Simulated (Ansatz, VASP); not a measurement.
# One calculation of MnV, two programs

```
Mn V
1.0
     3.06449    0.00000    0.00000
     0.00000    3.06449    0.00000
     0.00000    0.00000    3.06449
Mn V
1 1
Cartesian
  0.0000 0.0000 0.0000
  1.5322 1.5322 1.5322
```

Change from the starting cell: volume scaled by 1.18, PAW files.

Alike in both runs: task single point; functional LDA; k mesh 11 × 11 × 11; occupations fermi-dirac, width 0.05 eV; collinear spin.

```csv
,VASP,Ansatz
version,VASP 6.6.1,Ansatz 0.2.0
potentials or method,"VASP PAW LDA potentials, release 64 (Mn_pv, V_sv)","PAW with Ansatz's default frozen-core files, scalar-relativistic"
plane-wave cutoff (eV),520,420
valence electrons in the cell,26,28
```

```tsv
	VASP	Ansatz	Ansatz less VASP
pressure (GPa)	-40.9	-36.6	+4.35
net moment per atom (μB)	0.04	0.11	+0.074
size of the moment on the site where the two differ most (μB)	0.58	1.42	+0.840
```

LDA's correlation is that of Perdew and Zunger in VASP and of Perdew and Wang (1992) in Ansatz. Site moments also hang on the region over which each program counts them. The pressures are high and differ by over a tenth, so treat them with care. VASP's potentials hold 26 valence electrons a cell and Ansatz's 28, so a difference there can come from the potentials and not from the codes. Ansatz's warnings: seeded moment not kept.

Noted on VASP's run: the cell as given lies far from equilibrium.
